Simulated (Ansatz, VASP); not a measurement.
## BN in VASP and in Ansatz

The input POSCAR:

```
BN
1.0
    0.0000000000      3.2928569245      2.1632761898
    1.2198095259      0.0000000000      2.1632761898
    1.2198095259      3.2928569245      0.0000000000
B N
1 1
Direct
   -0.0008201111     -0.0008201111      1.0008201111
    0.6675201011      0.6675201011      0.3324798989
```

INCAR.step1

```
PREC     = Accurate       # precision mode
ENCUT    = 520            # plane-wave cutoff, eV
ISMEAR   = 0              # smearing method
SIGMA    = 0.01           # smearing width, eV
LREAL    = False          # projectors in reciprocal space
LASPH    = True           # aspherical terms in the spheres
NELM     = 100            # most SCF steps
NBANDS   = 11             # bands
GGA      = PE             # functional
ALGO     = Normal         # electronic algorithm
EDIFF    = 1E-4           # SCF threshold, eV
LWAVE    = True           # write WAVECAR
LCHARG   = False          # write CHGCAR
```

The input INCAR.step2:

```
PREC     = Accurate       # precision mode
ENCUT    = 520            # plane-wave cutoff, eV
EDIFF    = 1E-7           # SCF threshold, eV
ISMEAR   = 0              # smearing method
SIGMA    = 0.01           # smearing width, eV
LREAL    = False          # projectors in reciprocal space
LASPH    = True           # aspherical terms in the spheres
NELM     = 100            # most SCF steps
ALGO     = Normal         # electronic algorithm
ISIF     = 2              # what is computed and relaxed
LWAVE    = False          # write WAVECAR
LCHARG   = True           # write CHGCAR
METAGGA  = R2SCAN         # meta-GGA
LMIXTAU  = True         
LELF     = True           # ELF
LVHAR    = True         
NBANDS   = 11             # bands
ISTART   = 1
```

Contents of KPOINTS:

```
Automatic mesh
0
Gamma
  12 12 12
```

Input for Ansatz:

```yaml
crystal:
  lattice:
    - [0.0, 3.2928569245, 2.1632761898]
    - [1.2198095259, 0.0, 2.1632761898]
    - [1.2198095259, 3.2928569245, 0.0]
  atoms:
    - { symbol: B, position: [-0.0008201111, -0.0008201111, 1.0008201111] }
    - { symbol: "N", position: [0.6675201011, 0.6675201011, 0.3324798989] }
kpoints:
  mp_grid: { grid: [12, 12, 12] }
  band_path:
    path:
      - [0.0, 0.0, 0.0]
      - [0.5, 0.0, 0.5]
      - [1.0, 0.5, 0.5]
      - [0.5, 0.5, 0.0]
      - [0.0, 0.3696802579, 0.3696802579]
      - [1.0, 0.6303197421, 0.6303197421]
      - [0.5, 0.297518017, 0.797518017]
      - [0.5, 0.702481983, 0.202481983]
      - [0.5, 0.5, 0.5]
      - [0.0, 0.3327122321, 0.3327122321]
      - [0.497396, 0.354167, -0.145833]
    npoints: 1
hamiltonian:
  xc: r2scan
scf:
  occupations: { method: fixed }
  n_extra_bands: 4
output:
  forces: true
  stress: true
  eigenvalues: true
  write_density: true
  write_potential: true
  elf: true
  volumetric_format: npy
```

Change from the starting cell: uniaxial_x strain -2.5%.

Alike in both runs: task single point; functional r2SCAN; k mesh 12 × 12 × 12; no spin polarisation.

```csv
,VASP,Ansatz
version,VASP 6.6.1,Ansatz 0.2.0
potentials or method,"VASP PAW PBE potentials, release 64 (B, N)","plane waves, PAW"
plane-wave cutoff (eV),520,500
occupations,"gaussian, width 0.01 eV",fixed
valence electrons in the cell,8,8
```

Ansatz gave:

```
gap on the k mesh at the Fermi level (eV)                     : 3.95
pressure (GPa)                                                : 10.7
traceless stress, the component that is largest in VASP (GPa) : 14.00
```

Q: Estimate VASP's values.

A: gap on the k mesh at the Fermi level (eV): 3.98; pressure (GPa): 11.1; traceless stress, the component that is largest in VASP (GPa): 14.37.

VASP's potentials were made for PBE, not for r2SCAN.
